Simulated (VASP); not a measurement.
# Si2N (P4/mmm) in VASP: relaxation of cell and atoms with PBE

Aim: the relaxation of cell and atoms of Si2N with PBE.

All numbers are computed with VASP 6.6.1; they aren't measurements. Logs are shortened: lines on timing, memory, paths and dates and some standing lists are left out, and cuts for length are marked.

### 1 The cell of the first run

The structure is tetragonal, space group P4/mmm (No. 123). Conventional cell: a = 3.769 Å, b = 3.769 Å, c = 2.632 Å, α = 90.00°, β = 90.00°, γ = 90.00°. Si (site symmetry mmm) has 2 N at 1.88 Å within 2.5 Å. N (site symmetry 4/mmm) has 4 Si at 1.88 Å within 2.5 Å.

The cell was built from a structure type or drawn by symmetry, and may not be a known phase.

### 2 Relaxation of cell and atoms, PBE

Contents of INCAR:

```
SYSTEM = Si2N
PREC = Accurate
ENCUT = 600
EDIFF = 1E-6
ISMEAR = 0
SIGMA = 0.1
LREAL = .FALSE.
LASPH = .TRUE.
NELM = 80
ALGO = Normal
ISIF = 3
LWAVE = .FALSE.
LCHARG = .FALSE.
GGA = PE
IBRION = 2
NSW = 100
EDIFFG = -0.01
```

Contents of KPOINTS:

```
Automatic mesh
0
G
  12 12 18
  0 0 0
```

Contents of POSCAR:

```
Si2N
1.0
    3.7687462061      0.0000000000      0.0000000000
    0.0000000000      3.7687462061      0.0000000000
    0.0000000000      0.0000000000      2.6320137154
Si N
2 1
Direct
    0.0000000000      0.5000000000      0.5000000000
    0.5000000000      0.0000000000      0.5000000000
    0.5000000000      0.5000000000      0.5000000000
```

Potentials or basis: VASP PAW PBE potentials, release 64 (Si, N).

The run is started by

```console
cat potpaw_PBE.64/Si/POTCAR potpaw_PBE.64/N/POTCAR > POTCAR
mpirun -np 1 vasp_std > vasp.out
```

OUTCAR:

```text
SYSTEM = Si2N
   PREC = Accurate
   ENCUT = 600
   EDIFF = 1E-6
   ISMEAR = 0
   LREAL = .FALSE.
   LASPH = .TRUE.
   NELM = 80
   ISIF = 3
   GGA = PE
   IBRION = 2
   NSW = 100
   EDIFFG = -0.01

 ion  position               nearest neighbor table
   1  0.000  0.500  0.500-   3 1.88   3 1.88   2 2.66   2 2.66   2 2.66   2 2.66
   2  0.500  0.000  0.500-   3 1.88   3 1.88   1 2.66   1 2.66   1 2.66   1 2.66
   3  0.500  0.500  0.500-   1 1.88   2 1.88   2 1.88   1 1.88

  LATTYP: Found a simple tetragonal cell.
 ALAT       =     3.7687462061
 C/A-ratio  =     0.6983791350

  Lattice vectors:

 A1 = (   3.7687462061,   0.0000000000,   0.0000000000)
 A2 = (   0.0000000000,   3.7687462061,   0.0000000000)
 A3 = (   0.0000000000,   0.0000000000,   2.6320137154)

Analysis of symmetry for initial positions (statically):
=====================================================================
 Subroutine PRICEL returns:
 Original cell was already a primitive cell.

 Routine SETGRP: Setting up the symmetry group for a
 simple tetragonal supercell.

 Subroutine GETGRP returns: Found 16 space group operations
 (whereof 16 operations were pure point group operations)
 out of a pool of 16 trial point group operations.

The static configuration has the point symmetry D_4h.

Analysis of symmetry for dynamics (positions and initial velocities):
=====================================================================
 Subroutine PRICEL returns:
 Original cell was already a primitive cell.

 Routine SETGRP: Setting up the symmetry group for a
 simple tetragonal supercell.

 Subroutine GETGRP returns: Found 16 space group operations
 (whereof 16 operations were pure point group operations)
 out of a pool of 16 trial point group operations.

The dynamic configuration has the point symmetry D_4h.

 Subroutine INISYM returns: Found 16 space group operations
 (whereof 16 operations are pure point group operations),
 and found     1 'primitive' translations

----------------------------------------------------------------------------------------

                                     Primitive cell

  volume of cell :      37.3837

  direct lattice vectors                    reciprocal lattice vectors
     3.768746206  0.000000000  0.000000000     0.265340234  0.000000000  0.000000000
     0.000000000  3.768746206  0.000000000     0.000000000  0.265340234  0.000000000
     0.000000000  0.000000000  2.632013715     0.000000000  0.000000000  0.379937230

  length of vectors
     3.768746206  3.768746206  2.632013715     0.265340234  0.265340234  0.379937230

  position of ions in fractional coordinates (direct lattice)
     0.000000000  0.500000000  0.500000000
     0.500000000  0.000000000  0.500000000
     0.500000000  0.500000000  0.500000000

  ion indices of the primitive-cell ions
   primitive index   ion index
                 1           1
                 2           2
                 3           3

----------------------------------------------------------------------------------------

 KPOINTS: Automatic mesh

Automatic generation of k-mesh.
 Grid dimensions read from file:
 generate k-points for:   12   12   18

 Generating k-lattice:

  Cartesian coordinates                     Fractional coordinates (reciprocal lattice)
     0.022111686  0.000000000  0.000000000     0.083333333  0.000000000  0.000000000
     0.000000000  0.022111686  0.000000000     0.000000000  0.083333333  0.000000000
     0.000000000  0.000000000  0.021107624     0.000000000  0.000000000  0.055555556

  Length of vectors
     0.022111686  0.022111686  0.021107624

  Shift w.r.t. Gamma in fractional coordinates (k-lattice)
     0.000000000  0.000000000  0.000000000

 Subroutine IBZKPT returns following result:
 ===========================================

 Found    280 irreducible k-points:

 Following reciprocal coordinates:
            Coordinates               Weight
  0.000000  0.000000  0.000000      1.000000
  0.083333  0.000000  0.000000      4.000000
  0.166667  0.000000  0.000000      4.000000
  0.250000  0.000000  0.000000      4.000000
  0.333333  0.000000  0.000000      4.000000
  0.416667  0.000000  0.000000      4.000000
[... 16 lines left out ...]
  0.333333  0.333333  0.000000      4.000000
  0.416667  0.333333  0.000000      8.000000
 [... further k-points ...]
   k-points           NKPTS =    280   k-points in BZ     NKDIM =    280   number of bands    NBANDS=     10
   number of dos      NEDOS =    301   number of ions     NIONS =      3
   total plane-waves  NPLWV =  21600
   dimension x,y,z NGX =    30 NGY =   30 NGZ =   24
   dimension x,y,z NGXF=    60 NGYF=   60 NGZF=   48
   ions per type =               2   1
   NGX,Y,Z   is equivalent  to a cutoff of  13.23, 13.23, 15.16 a.u.
   NGXF,Y,Z  is equivalent  to a cutoff of  26.47, 26.47, 30.32 a.u.
 SYSTEM =  Si2N
   PREC   = accura    normal or accurate (medium, high low for compatibility)
   ISTART =      0    job   : 0-new  1-cont  2-samecut
   ICHARG =      2    charge: 1-file 2-atom 10-const
   ISPIN  =      1    spin polarized calculation?
   LNONCOLLINEAR =      F non collinear calculations
   LSORBIT =      F    spin-orbit coupling
   LASPH  =      T    aspherical Exc in radial PAW
   ENCUT  =  600.0 eV  44.10 Ry    6.64 a.u.   7.53  7.53  5.26*2*pi/ulx,y,z
   NELM   =     80;   NELMIN=  2; NELMDL= -5     # of ELM steps
   EDIFF  = 0.1E-05   stopping-criterion for ELM
   LREAL  =      F    real-space projection
   EDIFFG = -.1E-01   stopping-criterion for IOM
   NSW    =    100    number of steps for IOM
   IBRION =      2    ionic relax: 0-MD 1-quasi-New 2-CG
   NFREE  =      1    steps in history (QN), initial steepest desc. (CG)
   ISIF   =      3    stress and relaxation
   ISYM   =      2    0-nonsym 1-usesym 2-fastsym
   POTIM  = 0.5000    time-step for ionic-motion
   TEBEG  =    0.0;   TEEND  =   0.0 temperature during run
   PSTRESS=    0.0 pullay stress
   NELECT =      13.0000    total number of electrons
   NUPDOWN=      -1.0000    fix difference up-down
   EMIN   =  10.00;   EMAX   =-10.00  energy-range for DOS
   EFERMI =   0.00;   METHOD = LEGACY
   ISMEAR =     0;   SIGMA  =   0.10  broadening in eV -4-tet -1-fermi 0-gaus
   EFERMI_NEDOS =   21; number of points for ismear=-14 and -15
   IALGO  =     38    algorithm
   IMIX   =      4    mixing-type and parameters
     AMIX     =   0.40;   BMIX     =  1.00
     AMIX_MAG =   1.60;   BMIX_MAG =  1.00
  volume/ion in A,a.u.               =      12.46        84.09
  Fermi-wavevector in a.u.,A,eV,Ry     =   1.151230  2.175509 18.032206  1.325330
  Thomas-Fermi vector in A             =   2.287889
   LORBIT       =      0    0 simple, 1 ext, 2 COOP (PROOUT), +10 PAW based schemes
   GGA     = PE    functional components
   LHFCALC =     F    Hartree Fock is set to
   AEXX    =    0.0000 exact exchange contribution
   IVDW    =     0    specifies the selected vdW correction
   LEPSILON=     F    determine dielectric tensor
   LRPA    =     F    only Hartree local field effects (RPA)
 conjugate gradient relaxation of ions
 non-spin polarized calculation
 Gauss-broadening in eV      SIGMA  =   0.10
  energy-cutoff  :      600.00
  volume of cell :       37.38
 maximum number of plane-waves:      1270
   NGX = 15   NGY = 15   NGZ = 11

--------------------------------------- Ionic step        1  -------------------------------------------

 number of electron      13.0000002 magnetization

 Free energy of the ion-electron system (eV)
  ---------------------------------------------------
  ext. energy  EPLUGINS =         0.00000000
  ---------------------------------------------------
  free energy    TOTEN  =       -17.21455721 eV

  energy without entropy =      -17.20825527  energy(sigma->0) =      -17.21140624

------------------------ aborting loop because EDIFF is reached ----------------------------------------

  FORCE on cell =-STRESS in cart. coord.  units (eV):
  Direction    XX          YY          ZZ          XY          YZ          ZX
  --------------------------------------------------------------------------------------
  -------------------------------------------------------------------------------------
  Total        0.1982342      0.1982342     -0.2565127      0.0000000      0.0000000      0.0000000
  in kB        8.4958560      8.4958560    -10.9935386      0.0000000      0.0000000      0.0000000
  external PRESSURE =       1.9993911 kB  Pullay stress =       0.0000000 kB
[... 96 lines left out ...]
  energy  without entropy=      -17.2089604975  energy(sigma->0) =      -17.21213734

--------------------------------------- Ionic step        4  -------------------------------------------

 number of electron      13.0000002 magnetization

 Free energy of the ion-electron system (eV)
  ---------------------------------------------------
  ext. energy  EPLUGINS =         0.00000000
  ---------------------------------------------------
  free energy    TOTEN  =       -17.21538077 eV

  energy without entropy =      -17.20902840  energy(sigma->0) =      -17.21220458

 E-fermi :   8.1465     XC(G=0): -11.0745

 val. band max:        8.1455712657   @ k =   0.3333   0.0000   0.0000
 cond. band min:       8.1539085366   @ k =   0.5000   0.0833   0.1667
 fundamental gap:      0.0083372710
 Fermi energy:         8.1464627085

 k-point     1 :       0.0000    0.0000    0.0000
  band No.  band energies     occupation
      1      -9.5596      2.00000
      2       0.5775      2.00000
      3       0.5775      2.00000
      4       1.1489      2.00000
      5       3.8458      2.00000
      6       7.6945      2.00000
      7      10.7267      0.00000
      8      10.7267      0.00000
      9      13.8967      0.00000
     10      14.3632      0.00000
[... 287 lines left out ...]
 k-point    24 :       0.4167    0.3333    0.0000
  band No.  band energies     occupation
      1      -8.5782      2.00000
      2      -2.5584      2.00000
      3      -1.9127      2.00000
      4       3.2112      2.00000
      5       7.3060      2.00000
      6       7.9937      1.96929
      7       8.3970      0.00039
      8      14.4252      0.00000
      9      15.0669      0.00000
     10      16.4380      0.00000

 [... further k-points ...]

------------------------ aborting loop because EDIFF is reached ----------------------------------------

  FORCE on cell =-STRESS in cart. coord.  units (eV):
  Direction    XX          YY          ZZ          XY          YZ          ZX
  --------------------------------------------------------------------------------------
  -------------------------------------------------------------------------------------
  Total        0.0048784      0.0048784      0.0083675      0.0000000      0.0000000     -0.0000000
  in kB        0.2092721      0.2092721      0.3589454      0.0000000      0.0000000     -0.0000000
  external PRESSURE =       0.2591632 kB  Pullay stress =       0.0000000 kB
[... 18 lines left out ...]
  FREE ENERGIE OF THE ION-ELECTRON SYSTEM (eV)
  ---------------------------------------------------
  free  energy   TOTEN  =       -17.2153807685 eV

  energy  without entropy=      -17.2090283988  energy(sigma->0) =      -17.21220458

 reached required accuracy - stopping structural energy minimisation
```

Wall time 3.5 min (1 thread of Intel Xeon 6975P-C (Granite Rapids), shared host); peak memory 0.25 GiB.

What came out:

```yaml
Free_energy: -17.2154 eV
Relaxed_volume: 12.45 Å³/atom
Relaxed_cell: a = 3.775 Å, b = 3.775 Å, c = 2.621 Å, α = 90.00°, β = 90.00°, γ = 90.00°
Space_group_after_relaxing_to_0.1_Å: P4/mmm (No. 123)
Energy_gained_by_relaxing: 0.3 meV/atom
Ionic_steps: 4
Pressure_after_relaxing: 0.0 GPa
Band_gap_on_the_k_mesh: zero (an odd number of electrons rules out a gap without spin polarisation)
```

Step by step:
```
step  energy change (eV)  largest force (eV/Å)  pressure (GPa)  volume (Å³)
   1              0.0000                0.0000            0.20        37.38
   2             -0.0006                0.0000           -0.47        37.47
   3             -0.0008                0.0000           -0.24        37.44
   4             -0.0008                0.0000            0.03        37.35
```

Final structure:
```
CELL_PARAMETERS angstrom
3.77473 0.00000 0.00000
0.00000 3.77473 0.00000
0.00000 0.00000 2.62123
ATOMIC_POSITIONS crystal
Si 0.00000 0.50000 0.50000
Si 0.50000 0.00000 0.50000
N 0.50000 0.50000 0.50000
```
